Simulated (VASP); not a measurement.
# AlN (gw) (P6_3mc) in VASP: single point with PBE

Aim: the single point of AlN (gw) with PBE.

Program: VASP 6.6.1. These are calculated values, not measurements. Logs are shortened: lines on timing, memory, paths and dates and some standing lists are left out, and cuts for length are marked.

## Step 1: The cell of the first run

The structure is hexagonal, space group P6_3mc (No. 186). Conventional cell: a = 3.130 Å, b = 3.130 Å, c = 5.018 Å, α = 90.00°, β = 90.00°, γ = 120.00°. Al (site symmetry 3m) has 4 N at 1.90 to 1.91 Å within 2.5 Å. Within 2.5 Å of N (site symmetry 3m) lie 4 Al at 1.90 to 1.91 Å.

## Step 2: Single point, PBE

The input, INCAR:

```
SYSTEM = AlN
PREC = Accurate
ENCUT = 600
EDIFF = 1E-6
ISMEAR = 0
SIGMA = 0.01
LREAL = .False.
LASPH = .True.
NELM = 120
ALGO = Normal
ISIF = 2
LWAVE = .False.
LCHARG = .False.
GGA = PE
NBANDS = 16
GGA_COMPAT = .False.
```

The input, KPOINTS:

```
Automatic mesh
0
Gamma
  6 6 4
  0 0 0
```

The input, POSCAR:

```
AlN
1.0
    3.1302014211      0.0000000000      0.0000000000
   -1.5651007105      2.7108339496      0.0000000000
    0.0000000000      0.0000000000      5.0180342172
Al N
2 2
Direct
    0.6666666667      0.3333333333      0.4992343723
    0.3333333333      0.6666666667      0.9992343723
    0.6666666667      0.3333333333      0.8807656277
    0.3333333333      0.6666666667      0.3807656277
```

Potentials or basis: VASP PAW PBE potentials, release 64 (Al, N).

Launch:

```sh
cat potpaw_PBE.64/Al/POTCAR potpaw_PBE.64/N/POTCAR > POTCAR
mpirun -np 1 vasp_std > vasp.out
```

OUTCAR:

```text
SYSTEM = AlN
   PREC = Accurate
   ENCUT = 600
   EDIFF = 1E-6
   ISMEAR = 0
   LREAL = .False.
   LASPH = .True.
   NELM = 120
   ISIF = 2
   GGA = PE

 ion  position               nearest neighbor table
   1  0.667  0.333  0.499-   4 1.90   4 1.90   4 1.90   3 1.91   2 3.09   2 3.09   2 3.09   2 3.09
                             2 3.09   2 3.09
   2  0.333  0.667  0.999-   3 1.90   3 1.90   3 1.90   4 1.91   1 3.09   1 3.09   1 3.09   1 3.09
                             1 3.09   1 3.09
   3  0.667  0.333  0.881-   2 1.90   2 1.90   2 1.90   1 1.91
   4  0.333  0.667  0.381-   1 1.90   1 1.90   1 1.90   2 1.91

  LATTYP: Found a hexagonal cell.
 ALAT       =     3.1302014211
 C/A-ratio  =     1.6031026577

  Lattice vectors:

 A1 = (   3.1302014211,   0.0000000000,   0.0000000000)
 A2 = (  -1.5651007105,   2.7108339496,   0.0000000000)
 A3 = (   0.0000000000,   0.0000000000,   5.0180342172)

Analysis of symmetry for initial positions (statically):
=====================================================================
 Subroutine PRICEL returns:
 Original cell was already a primitive cell.

 Routine SETGRP: Setting up the symmetry group for a
 hexagonal supercell.

 Subroutine GETGRP returns: Found 12 space group operations
 (whereof  6 operations were pure point group operations)
 out of a pool of 24 trial point group operations.

The static configuration has the point symmetry C_3v.
 The point group associated with its full space group is C_6v.

Analysis of symmetry for dynamics (positions and initial velocities):
=====================================================================
 Subroutine PRICEL returns:
 Original cell was already a primitive cell.

 Routine SETGRP: Setting up the symmetry group for a
 hexagonal supercell.

 Subroutine GETGRP returns: Found 12 space group operations
 (whereof  6 operations were pure point group operations)
 out of a pool of 24 trial point group operations.

The dynamic configuration has the point symmetry C_3v.
 The point group associated with its full space group is C_6v.

 Subroutine INISYM returns: Found 12 space group operations
 (whereof  6 operations are pure point group operations),
 and found     1 'primitive' translations

----------------------------------------------------------------------------------------

                                     Primitive cell

  volume of cell :      42.5803

  direct lattice vectors                    reciprocal lattice vectors
     3.130201421  0.000000000  0.000000000     0.319468260  0.184445086  0.000000000
    -1.565100711  2.710833950  0.000000000     0.000000000  0.368890171  0.000000000
     0.000000000  0.000000000  5.018034217     0.000000000  0.000000000  0.199281224

  length of vectors
     3.130201421  3.130201421  5.018034217     0.368890171  0.368890171  0.199281224

  position of ions in fractional coordinates (direct lattice)
     0.666666667  0.333333333  0.499234372
     0.333333333  0.666666667  0.999234372
     0.666666667  0.333333333  0.880765628
     0.333333333  0.666666667  0.380765628

  ion indices of the primitive-cell ions
   primitive index   ion index
                 1           1
                 2           2
                 3           3
                 4           4

----------------------------------------------------------------------------------------

 KPOINTS: Automatic mesh

Automatic generation of k-mesh.
 Grid dimensions read from file:
 generate k-points for:    6    6    4

 Generating k-lattice:

  Cartesian coordinates                     Fractional coordinates (reciprocal lattice)
     0.053244710  0.030740848  0.000000000     0.166666667  0.000000000  0.000000000
     0.000000000  0.061481695  0.000000000     0.000000000  0.166666667  0.000000000
     0.000000000  0.000000000  0.049820306     0.000000000  0.000000000  0.250000000

  Length of vectors
     0.061481695  0.061481695  0.049820306

  Shift w.r.t. Gamma in fractional coordinates (k-lattice)
     0.000000000  0.000000000  0.000000000

 Subroutine IBZKPT returns following result:
 ===========================================

 Found     21 irreducible k-points:

 Following reciprocal coordinates:
            Coordinates               Weight
  0.000000  0.000000  0.000000      1.000000
  0.166667  0.000000  0.000000      6.000000
  0.333333  0.000000  0.000000      6.000000
  0.500000  0.000000  0.000000      3.000000
  0.166667  0.166667  0.000000      6.000000
  0.333333  0.166667  0.000000     12.000000
[... 13 lines left out ...]
  0.333333  0.166667  0.500000     12.000000
  0.333333  0.333333  0.500000      2.000000
   k-points           NKPTS =     21   k-points in BZ     NKDIM =     21   number of bands    NBANDS=     16
   number of dos      NEDOS =    301   number of ions     NIONS =      4
   total plane-waves  NPLWV =  31360
   dimension x,y,z NGX =    28 NGY =   28 NGZ =   40
   dimension x,y,z NGXF=    56 NGYF=   56 NGZF=   80
   ions per type =               2   2
   NGX,Y,Z   is equivalent  to a cutoff of  14.87, 14.87, 13.25 a.u.
   NGXF,Y,Z  is equivalent  to a cutoff of  29.74, 29.74, 26.50 a.u.
 SYSTEM =  AlN
   PREC   = accura    normal or accurate (medium, high low for compatibility)
   ISTART =      0    job   : 0-new  1-cont  2-samecut
   ICHARG =      2    charge: 1-file 2-atom 10-const
   ISPIN  =      1    spin polarized calculation?
   LNONCOLLINEAR =      F non collinear calculations
   LSORBIT =      F    spin-orbit coupling
   LASPH  =      T    aspherical Exc in radial PAW
   ENCUT  =  600.0 eV  44.10 Ry    6.64 a.u.   6.25  6.25 10.02*2*pi/ulx,y,z
   NELM   =    120;   NELMIN=  2; NELMDL= -5     # of ELM steps
   EDIFF  = 0.1E-05   stopping-criterion for ELM
   LREAL  =      F    real-space projection
   EDIFFG = 0.1E-04   stopping-criterion for IOM
   NSW    =      0    number of steps for IOM
   IBRION =     -1    ionic relax: 0-MD 1-quasi-New 2-CG
   NFREE  =      0    steps in history (QN), initial steepest desc. (CG)
   ISIF   =      2    stress and relaxation
   ISYM   =      2    0-nonsym 1-usesym 2-fastsym
   POTIM  = 0.5000    time-step for ionic-motion
   TEBEG  =    0.0;   TEEND  =   0.0 temperature during run
   PSTRESS=    0.0 pullay stress
   NELECT =      16.0000    total number of electrons
   NUPDOWN=      -1.0000    fix difference up-down
   EMIN   =  10.00;   EMAX   =-10.00  energy-range for DOS
   EFERMI =   0.00;   METHOD = LEGACY
   ISMEAR =     0;   SIGMA  =   0.01  broadening in eV -4-tet -1-fermi 0-gaus
   EFERMI_NEDOS =   21; number of points for ismear=-14 and -15
   IALGO  =     38    algorithm
   IMIX   =      4    mixing-type and parameters
     AMIX     =   0.40;   BMIX     =  1.00
     AMIX_MAG =   1.60;   BMIX_MAG =  1.00
  volume/ion in A,a.u.               =      10.65        71.84
  Fermi-wavevector in a.u.,A,eV,Ry     =   1.181350  2.232428 18.988122  1.395588
  Thomas-Fermi vector in A             =   2.317625
   LORBIT       =      0    0 simple, 1 ext, 2 COOP (PROOUT), +10 PAW based schemes
   GGA     = PE    functional components
   LHFCALC =     F    Hartree Fock is set to
   AEXX    =    0.0000 exact exchange contribution
   IVDW    =     0    specifies the selected vdW correction
   LEPSILON=     F    determine dielectric tensor
   LRPA    =     F    only Hartree local field effects (RPA)
 non-spin polarized calculation
 Gauss-broadening in eV      SIGMA  =   0.01
  energy-cutoff  :      600.00
  volume of cell :       42.58
 maximum number of plane-waves:      1436
 NGX is ok and might be reduce to    28
   NGX = 13   NGY = 13   NGZ = 21

 number of electron      15.9999999 magnetization

 Free energy of the ion-electron system (eV)
  ---------------------------------------------------
  ext. energy  EPLUGINS =         0.00000000
  ---------------------------------------------------
  free energy    TOTEN  =       -29.78210371 eV

  energy without entropy =      -29.78210371  energy(sigma->0) =      -29.78210371

 E-fermi :   6.0502     XC(G=0): -10.8268

 val. band max:        5.9648576654   @ k =   0.0000   0.0000   0.0000
 cond. band min:      10.0082049002   @ k =   0.0000   0.0000   0.0000
 fundamental gap:      4.0433472348
 Fermi energy:         6.0502386871

 k-point     1 :       0.0000    0.0000    0.0000
  band No.  band energies     occupation
      1      -9.1034      2.00000
      2      -7.0207      2.00000
      3       0.0587      2.00000
      4       5.1196      2.00000
      5       5.1196      2.00000
      6       5.7623      2.00000
[... 8 lines left out ...]
     15      18.9299      0.00000
     16      18.9299      0.00000

 k-point     2 :       0.1667    0.0000    0.0000
  band No.  band energies     occupation
      1      -8.7643      2.00000
      2      -6.8374      2.00000
      3       0.4687      2.00000
      4       3.7160      2.00000
      5       4.4752      2.00000
      6       4.7347      2.00000
[... 8 lines left out ...]
     15      18.1900      0.00000
     16      18.6484      0.00000

 k-point     3 :       0.3333    0.0000    0.0000
  band No.  band energies     occupation
      1      -7.8915      2.00000
      2      -6.5124      2.00000
      3       1.5088      2.00000
      4       1.6163      2.00000
      5       2.6735      2.00000
      6       4.1534      2.00000
[... 8 lines left out ...]
     15      17.8617      0.00000
     16      20.1807      0.00000

 k-point     4 :       0.5000    0.0000    0.0000
  band No.  band energies     occupation
      1      -7.1897      2.00000
      2      -6.5148      2.00000
      3       0.5892      2.00000
      4       1.8429      2.00000
      5       2.6700      2.00000
      6       3.9107      2.00000
[... 8 lines left out ...]
     15      18.6439      0.00000
     16      20.8615      0.00000
[... 267 lines left out ...]
 k-point    19 :       0.1667    0.1667    0.5000
  band No.  band energies     occupation
      1      -7.4508      2.00000
      2      -7.4508      2.00000
      3       1.7989      2.00000
      4       1.7989      2.00000
      5       4.1671      2.00000
      6       4.1671      2.00000
[... 8 lines left out ...]
     15      18.7497      0.00000
     16      18.7497      0.00000

 k-point    20 :       0.3333    0.1667    0.5000
  band No.  band energies     occupation
      1      -6.8471      2.00000
      2      -6.8471      2.00000
      3       0.8777      2.00000
      4       0.8777      2.00000
      5       3.3849      2.00000
      6       3.3849      2.00000
[... 8 lines left out ...]
     15      19.2541      0.00000
     16      19.2541      0.00000

 k-point    21 :       0.3333    0.3333    0.5000
  band No.  band energies     occupation
      1      -6.6295      2.00000
      2      -6.6295      2.00000
      3       1.1862      2.00000
      4       1.1862      2.00000
      5       2.1779      2.00000
      6       2.1779      2.00000
[... 8 lines left out ...]
     15      19.6783      0.00000
     16      19.6783      0.00000

------------------------ aborting loop because EDIFF is reached ----------------------------------------

  FORCE on cell =-STRESS in cart. coord.  units (eV):
  Direction    XX          YY          ZZ          XY          YZ          ZX
  --------------------------------------------------------------------------------------
  -------------------------------------------------------------------------------------
  Total       -0.1033922     -0.1033922     -0.0950604     -0.0000000      0.0000000      0.0000000
  in kB       -3.8903589     -3.8903589     -3.5768553     -0.0000000      0.0000000      0.0000000
  external PRESSURE =      -3.7858577 kB  Pullay stress =       0.0000000 kB

 VOLUME and BASIS-vectors are now :
 -----------------------------------------------------------------------------
  energy-cutoff  :      600.00
  volume of cell :       42.58
      direct lattice vectors                 reciprocal lattice vectors
     3.130201421  0.000000000  0.000000000     0.319468260  0.184445086  0.000000000
    -1.565100711  2.710833950  0.000000000     0.000000000  0.368890171  0.000000000
     0.000000000  0.000000000  5.018034217     0.000000000  0.000000000  0.199281224

 POSITION                                       TOTAL-FORCE (eV/Angst)
 -----------------------------------------------------------------------------------
      1.56510      0.90361      2.50518        -0.000000     -0.000000     -0.000853
     -0.00000      1.80722      5.01419        -0.000000     -0.000000     -0.000853
      1.56510      0.90361      4.41971         0.000000     -0.000000      0.000853
     -0.00000      1.80722      1.91069        -0.000000      0.000000      0.000853
 -----------------------------------------------------------------------------------
    total drift:                               -0.000000      0.000000      0.000528

  FREE ENERGIE OF THE ION-ELECTRON SYSTEM (eV)
  ---------------------------------------------------
  free  energy   TOTEN  =       -29.7821037095 eV

  energy  without entropy=      -29.7821037095  energy(sigma->0) =      -29.78210371
```

Wall time 30 s (1 thread of Intel Xeon 8259CL, shared host); peak memory 0.17 GiB.

Results:

| Quantity | Value |
| --- | --- |
| Free energy | -29.7821 eV |
| Pressure | -0.4 GPa |
| Band gap on the k mesh | 4.04 eV, direct |

As with any semilocal functional, this PBE gap is likely too small.
